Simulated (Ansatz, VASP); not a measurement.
Ta3As5: VASP beside Ansatz

```
Ta As
1.0
     3.69277    0.00000    0.00000
     0.00000    3.69277    0.00000
     0.00000    0.00000   12.94225
Ta As
3 5
Direct
  0.50000 0.50000 0.12500
  0.50000 0.50000 0.87500
  0.00000 0.00000 0.50000
  0.00000 0.00000 0.25000
  0.00000 0.00000 0.75000
  0.00000 0.00000 0.00000
  0.50000 0.50000 0.37500
  0.50000 0.50000 0.62500
```

Change from the starting cell: species swapped into the Ti3Pd5 type (P4/mmm, No. 123).

Alike in both runs: task relaxation of cell and atoms; functional PBE; k mesh 6 × 6 × 2; occupations gaussian, width 0.1 eV; no spin polarisation.

```csv
,VASP,Ansatz
version,VASP 6.6.1,Ansatz 0.2.0
potentials or method,"VASP PAW PBE potentials, release 64 (Ta_pv, As), cutoff 600 eV","scalar-relativistic, plane waves, PAW"
valence electrons in the cell,58,114
```

```csv
,VASP,Ansatz,Ansatz less VASP
"gap on the k mesh at the Fermi level, each at its own relaxed structure (eV)",none,none,-
relaxed volume (Å³/atom),16.94,16.91,-0.032
relaxed cell length with the largest relative difference (Å),11.776,11.761,-0.0149
```

A gap of «none» marks a metal or a gap that the smearing closes. VASP's potentials hold 58 valence electrons a cell and Ansatz's 114, so a difference there can come from the potentials and not from the codes.

Spin-orbit coupling is off throughout. Noted on VASP's run: the volume moved by over 15 % at a fixed basis, so the end points are rough.
